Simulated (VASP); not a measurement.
CoSi2, 6 atoms in the cell. The structure is trigonal, space group P-3m1 (No. 164). The conventional cell has a = 3.951 Å, b = 3.951 Å, c = 7.060 Å, α = 90.00°, β = 90.00°, γ = 120.00°. Within 2.9 Å of Co (site symmetry 3m) lie 4 Si at 2.17 to 2.29 Å and 3 Co at 2.31 Å. Within 3.6 Å of Si (site symmetry -3m) lie 8 Si at 2.56 to 3.53 Å. Within 2.9 Å of Si (site symmetry 3m) lie 1 Co at 2.17 Å and 3 Si at 2.56 Å. Si (site symmetry -3m) has 6 Co at 2.29 Å within 3.0 Å. The cell was built from a structure type or drawn by symmetry, and may not be a known phase.

* Program: VASP 6.6.1
* Task: relaxation of cell and atoms
* Functional: PBE
* Potentials or basis: VASP PAW PBE potentials, release 64 (Co, Si)
* Cutoff: 600 eV
* k mesh: 12 × 12 × 6
* Occupations: gaussian, width 0.1 eV
* Spin: no spin polarisation
* Dipole correction: no
* Further INCAR settings: ALGO = Normal; EDIFF = 1e-06; IBRION = 2; EDIFFG = -0.01; NSW = 100; ISIF = 3

Potentials or basis: VASP PAW PBE potentials, release 64 (Co, Si).

Command:

```console
$ cat potpaw_PBE.64/Co/POTCAR potpaw_PBE.64/Si/POTCAR > POTCAR
$ mpirun -np 1 vasp_std > vasp.out
```

Hardware: 1 thread of AMD EPYC 9R45 96-Core Processor (Zen 5), with other jobs on the host.

Question: How long does it take, and how much memory?

Answer: It took 29 min on 1 thread of AMD EPYC 9R45 96-Core Processor (Zen 5) (shared host), peak memory 0.36 GiB. Counts: scf iterations 165, k points 100, ion steps 25.
